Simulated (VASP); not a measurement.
# Zn (P6_3/mmc) in VASP: notebook

The runs below take Zn through single point, with PBE.

All numbers are computed with VASP 6.6.1; they aren't measurements. Logs are shortened: lines on timing, memory, paths and dates and some standing lists are left out, and cuts for length are marked.

### 1 The cell of the first run

Symmetry: P6_3/mmc, No. 194, hexagonal system. Conventional cell: a = 2.656 Å, b = 2.656 Å, c = 4.962 Å, α = 90.00°, β = 90.00°, γ = 120.00°. Within 3.5 Å of Zn (site symmetry -6m2) lie 12 Zn at 2.66 to 2.92 Å.

### 2 Single point, PBE

INCAR

```
PREC = Accurate
ENCUT = 520
EDIFF = 1E-7
ISMEAR = 1
SIGMA = 1.0
LREAL = False
LASPH = True
NELM = 60
ALGO = Normal
ISIF = 2
LWAVE = False
LCHARG = False
GGA = PE
NBANDS = 19
```

KPOINTS

```
regular mesh
0
Gamma
  14 14 7
```

POSCAR

```
Zn
1.0
    2.6556370042      0.0000000000      0.0000000000
   -1.3278185021      2.2998491089      0.0000000000
    0.0000000000      0.0000000000      4.9624616040
Zn
2
Direct
    0.3333333333      0.6666666667      0.2500000000
    0.6666666667      0.3333333333      0.7500000000
```

Potentials or basis: VASP PAW PBE potentials, release 64 (Zn).

On the command line:

```console
$ cat potpaw_PBE.64/Zn/POTCAR > POTCAR
$ mpirun -np 1 vasp_std > vasp.out
```

OUTCAR:

```text
PREC = Accurate
   ENCUT = 520
   EDIFF = 1E-7
   ISMEAR = 1
   LREAL = False
   LASPH = True
   NELM = 60
   ISIF = 2
   GGA = PE

 ion  position               nearest neighbor table
   1  0.333  0.667  0.250-   2 2.92   2 2.92   2 2.92   2 2.92   2 2.92   2 2.92
   2  0.667  0.333  0.750-   1 2.92   1 2.92   1 2.92   1 2.92   1 2.92   1 2.92

  LATTYP: Found a hexagonal cell.
 ALAT       =     2.6556370042
 C/A-ratio  =     1.8686520771

  Lattice vectors:

 A1 = (   2.6556370042,   0.0000000000,   0.0000000000)
 A2 = (  -1.3278185021,   2.2998491089,   0.0000000000)
 A3 = (   0.0000000000,   0.0000000000,   4.9624616040)

Analysis of symmetry for initial positions (statically):
=====================================================================
 Subroutine PRICEL returns:
 Original cell was already a primitive cell.

 Routine SETGRP: Setting up the symmetry group for a
 hexagonal supercell.

 Subroutine GETGRP returns: Found 24 space group operations
 (whereof 12 operations were pure point group operations)
 out of a pool of 24 trial point group operations.

The static configuration has the point symmetry D_3d.
 The point group associated with its full space group is D_6h.

Analysis of symmetry for dynamics (positions and initial velocities):
=====================================================================
 Subroutine PRICEL returns:
 Original cell was already a primitive cell.

 Routine SETGRP: Setting up the symmetry group for a
 hexagonal supercell.

 Subroutine GETGRP returns: Found 24 space group operations
 (whereof 12 operations were pure point group operations)
 out of a pool of 24 trial point group operations.

The dynamic configuration has the point symmetry D_3d.
 The point group associated with its full space group is D_6h.

 Subroutine INISYM returns: Found 24 space group operations
 (whereof 12 operations are pure point group operations),
 and found     1 'primitive' translations

----------------------------------------------------------------------------------------

                                     Primitive cell

  volume of cell :      30.3086

  direct lattice vectors                    reciprocal lattice vectors
     2.655637004  0.000000000  0.000000000     0.376557488  0.217405567  0.000000000
    -1.327818502  2.299849109  0.000000000     0.000000000  0.434811134  0.000000000
     0.000000000  0.000000000  4.962461604     0.000000000  0.000000000  0.201512894

  length of vectors
     2.655637004  2.655637004  4.962461604     0.434811134  0.434811134  0.201512894

  position of ions in fractional coordinates (direct lattice)
     0.333333333  0.666666667  0.250000000
     0.666666667  0.333333333  0.750000000

  ion indices of the primitive-cell ions
   primitive index   ion index
                 1           1
                 2           2

----------------------------------------------------------------------------------------

 KPOINTS: regular mesh

Automatic generation of k-mesh.
 Grid dimensions read from file:
 generate k-points for:   14   14    7

 Generating k-lattice:

  Cartesian coordinates                     Fractional coordinates (reciprocal lattice)
     0.026896963  0.015528969  0.000000000     0.071428571  0.000000000  0.000000000
     0.000000000  0.031057938  0.000000000     0.000000000  0.071428571  0.000000000
     0.000000000  0.000000000  0.028787556     0.000000000  0.000000000  0.142857143

  Length of vectors
     0.031057938  0.031057938  0.028787556

  Shift w.r.t. Gamma in fractional coordinates (k-lattice)
     0.000000000  0.000000000  0.000000000

 Subroutine IBZKPT returns following result:
 ===========================================

 Found     96 irreducible k-points:

 Following reciprocal coordinates:
            Coordinates               Weight
  0.000000  0.000000  0.000000      1.000000
  0.071429  0.000000  0.000000      6.000000
  0.142857  0.000000  0.000000      6.000000
  0.214286 -0.000000  0.000000      6.000000
  0.285714  0.000000  0.000000      6.000000
  0.357143  0.000000  0.000000      6.000000
[... 16 lines left out ...]
  0.285714  0.285714  0.000000      6.000000
  0.357143  0.285714  0.000000      6.000000
 [... further k-points ...]
   k-points           NKPTS =     96   k-points in BZ     NKDIM =     96   number of bands    NBANDS=     19
   number of dos      NEDOS =    301   number of ions     NIONS =      2
   total plane-waves  NPLWV =  16000
   dimension x,y,z NGX =    20 NGY =   20 NGZ =   40
   dimension x,y,z NGXF=    40 NGYF=   40 NGZF=   80
   ions per type =               2
   NGX,Y,Z   is equivalent  to a cutoff of  12.52, 12.52, 13.40 a.u.
   NGXF,Y,Z  is equivalent  to a cutoff of  25.04, 25.04, 26.80 a.u.
 SYSTEM =  unknown system
   PREC   = accura    normal or accurate (medium, high low for compatibility)
   ISTART =      0    job   : 0-new  1-cont  2-samecut
   ICHARG =      2    charge: 1-file 2-atom 10-const
   ISPIN  =      1    spin polarized calculation?
   LNONCOLLINEAR =      F non collinear calculations
   LSORBIT =      F    spin-orbit coupling
   LASPH  =      T    aspherical Exc in radial PAW
   ENCUT  =  520.0 eV  38.22 Ry    6.18 a.u.   4.94  4.94  9.23*2*pi/ulx,y,z
   NELM   =     60;   NELMIN=  2; NELMDL= -5     # of ELM steps
   EDIFF  = 0.1E-06   stopping-criterion for ELM
   LREAL  =      F    real-space projection
   EDIFFG = 0.1E-05   stopping-criterion for IOM
   NSW    =      0    number of steps for IOM
   IBRION =     -1    ionic relax: 0-MD 1-quasi-New 2-CG
   NFREE  =      0    steps in history (QN), initial steepest desc. (CG)
   ISIF   =      2    stress and relaxation
   ISYM   =      2    0-nonsym 1-usesym 2-fastsym
   POTIM  = 0.5000    time-step for ionic-motion
   TEBEG  =    0.0;   TEEND  =   0.0 temperature during run
   PSTRESS=    0.0 pullay stress
   NELECT =      24.0000    total number of electrons
   NUPDOWN=      -1.0000    fix difference up-down
   EMIN   =  10.00;   EMAX   =-10.00  energy-range for DOS
   EFERMI =   0.00;   METHOD = LEGACY
   ISMEAR =     1;   SIGMA  =   1.00  broadening in eV -4-tet -1-fermi 0-gaus
   EFERMI_NEDOS =   21; number of points for ismear=-14 and -15
   IALGO  =     38    algorithm
   IMIX   =      4    mixing-type and parameters
     AMIX     =   0.40;   BMIX     =  1.00
     AMIX_MAG =   1.60;   BMIX_MAG =  1.00
  volume/ion in A,a.u.               =      15.15       102.27
  Fermi-wavevector in a.u.,A,eV,Ry     =   1.514573  2.862128 31.210826  2.293931
  Thomas-Fermi vector in A             =   2.624212
   LORBIT       =      0    0 simple, 1 ext, 2 COOP (PROOUT), +10 PAW based schemes
   GGA     = PE    functional components
   LHFCALC =     F    Hartree Fock is set to
   AEXX    =    0.0000 exact exchange contribution
   IVDW    =     0    specifies the selected vdW correction
   LEPSILON=     F    determine dielectric tensor
   LRPA    =     F    only Hartree local field effects (RPA)
 non-spin polarized calculation
 Methfessel and Paxton  Order N= 1 SIGMA  =   1.00
  energy-cutoff  :      520.00
  volume of cell :       30.31
 maximum number of plane-waves:       837
 NGX is ok and might be reduce to    20
   NGX =  9   NGY =  9   NGZ = 19

 number of electron      24.0000020 magnetization

 Free energy of the ion-electron system (eV)
  ---------------------------------------------------
  ext. energy  EPLUGINS =         0.00000000
  ---------------------------------------------------
  free energy    TOTEN  =        -2.20471614 eV

  energy without entropy =       -2.22088116  energy(sigma->0) =       -2.21010448

 E-fermi :   3.1334     XC(G=0): -11.5692

 val. band max:        3.0626435503   @ k =   0.2143   0.2143   0.0000
 cond. band min:       3.1428428083   @ k =   0.2857   0.1429   0.0000
 fundamental gap:      0.0801992580
 Fermi energy:         3.1333628811

 k-point     1 :       0.0000    0.0000    0.0000
  band No.  band energies     occupation
      1      -7.2944      2.00000
      2      -5.5004      2.00000
      3      -4.7971      2.00000
      4      -4.5574      2.00000
      5      -4.5574      2.00000
      6      -4.5087      2.00000
[... 11 lines left out ...]
     18      22.3810     -0.00000
     19      22.3821     -0.00000

 k-point     2 :       0.0714    0.0000    0.0000
  band No.  band energies     occupation
      1      -7.1420      2.00000
      2      -5.4336      2.00000
      3      -4.7812      2.00000
      4      -4.5726      2.00000
      5      -4.5250      2.00000
      6      -4.5214      2.00000
[... 11 lines left out ...]
     18      21.2635     -0.00000
     19      23.5205      0.00000

 k-point     3 :       0.1429    0.0000    0.0000
  band No.  band energies     occupation
      1      -6.6953      2.00000
      2      -5.2647      2.00000
      3      -4.7514      2.00000
      4      -4.6046      2.00000
      5      -4.5400      2.00000
      6      -4.4191      2.00000
[... 11 lines left out ...]
     18      20.0312     -0.00000
     19      21.4688     -0.00000

 k-point     4 :       0.2143   -0.0000    0.0000
  band No.  band energies     occupation
      1      -6.0132      2.00000
      2      -5.1113      2.00000
      3      -4.7125      2.00000
      4      -4.6306      2.00000
      5      -4.5690      2.00000
      6      -4.4324      2.00000
[... 11 lines left out ...]
     18      19.0197     -0.00000
     19      19.0746     -0.00000

 k-point     5 :       0.2857    0.0000    0.0000
  band No.  band energies     occupation
      1      -5.3914      2.00000
      2      -5.1086      2.00000
      3      -4.7761      2.00000
      4      -4.6204      2.00000
      5      -4.4833      2.00000
      6      -4.4049      2.00000
[... 11 lines left out ...]
     18      18.3729     -0.00000
     19      19.6164     -0.00000
[... 334 lines left out ...]
      2      -4.9280      2.00000
      3      -4.8459      2.00000
      4      -4.5838      2.00000
      5      -4.4940      2.00000
      6      -4.4371      2.00000
[... 11 lines left out ...]
     18      12.9521     -0.00000
     19      14.4711     -0.00000

 k-point    22 :       0.3571    0.2143    0.0000
  band No.  band energies     occupation
      1      -4.9727      2.00000
      2      -4.9510      2.00000
      3      -4.8610      2.00000
      4      -4.5674      2.00000
      5      -4.5064      2.00000
      6      -4.4125      2.00000
[... 11 lines left out ...]
     18      12.6366     -0.00000
     19      14.1372     -0.00000

 k-point    23 :       0.2857    0.2857    0.0000
  band No.  band energies     occupation
      1      -4.9212      2.00000
      2      -4.8328      2.00000
      3      -4.7730      2.00000
      4      -4.5929      2.00000
      5      -4.5283      2.00000
      6      -4.5032      2.00000
[... 11 lines left out ...]
     18      11.0110     -0.00000
     19      12.7807     -0.00000

 k-point    24 :       0.3571    0.2857    0.0000
  band No.  band energies     occupation
      1      -4.9141      2.00000
      2      -4.7982      2.00000
      3      -4.7358      2.00000
      4      -4.5698      2.00000
      5      -4.5670      2.00000
      6      -4.5587      2.00000
[... 11 lines left out ...]
     18      10.3672     -0.00000
     19      12.3259     -0.00000

 [... further k-points ...]
[... 5 lines left out ...]
  --------------------------------------------------------------------------------------
  -------------------------------------------------------------------------------------
  Total        0.0899959      0.0899959      0.0764041      0.0000000      0.0000000      0.0000000
  in kB        4.7573832      4.7573832      4.0388877      0.0000000      0.0000000      0.0000000
  external PRESSURE =       4.5178847 kB  Pullay stress =       0.0000000 kB

 VOLUME and BASIS-vectors are now :
 -----------------------------------------------------------------------------
  energy-cutoff  :      520.00
  volume of cell :       30.31
      direct lattice vectors                 reciprocal lattice vectors
     2.655637004  0.000000000  0.000000000     0.376557488  0.217405567  0.000000000
    -1.327818502  2.299849109  0.000000000     0.000000000  0.434811134  0.000000000
     0.000000000  0.000000000  4.962461604     0.000000000  0.000000000  0.201512894

 POSITION                                       TOTAL-FORCE (eV/Angst)
 -----------------------------------------------------------------------------------
     -0.00000      1.53323      1.24062        -0.000000      0.000000      0.000000
      1.32782      0.76662      3.72185         0.000000     -0.000000      0.000000
 -----------------------------------------------------------------------------------
    total drift:                               -0.000000      0.000000      0.000000

  FREE ENERGIE OF THE ION-ELECTRON SYSTEM (eV)
  ---------------------------------------------------
  free  energy   TOTEN  =        -2.2047161372 eV

  energy  without entropy=       -2.2208811591  energy(sigma->0) =       -2.21010448
```

It took 68 s on 1 thread of AMD EPYC 7R13, shared host; peak memory 0.14 GiB.

What came out:

```yaml
Free_energy: -2.2047 eV
Pressure: 0.5 GPa
Band_gap_on_the_k_mesh: zero (bands 12 and 13 overlap by 4.57 eV)
```

Levels at points of the mesh, in eV from the Fermi level:
| k point | band 8 | band 9 | band 10 | band 11 | band 12 | band 13 | band 14 | band 15 | band 16 | band 17 |
| --- | --- | --- | --- | --- | --- | --- | --- | --- | --- | --- |
| (0.00, 0.00, 0.00) | -7.30 | -7.30 | -7.10 | -7.10 | -3.68 | -3.11 | 13.44 | 17.12 | 17.61 | 17.61 |
| (0.50, 0.00, 0.00) | -7.12 | -6.91 | -6.90 | -2.82 | -2.13 | 2.59 | 3.55 | 4.08 | 5.71 | 10.26 |

Caveat: so wide a smearing shifts energies and pressures.

(Part 1 of 2 ends here.)
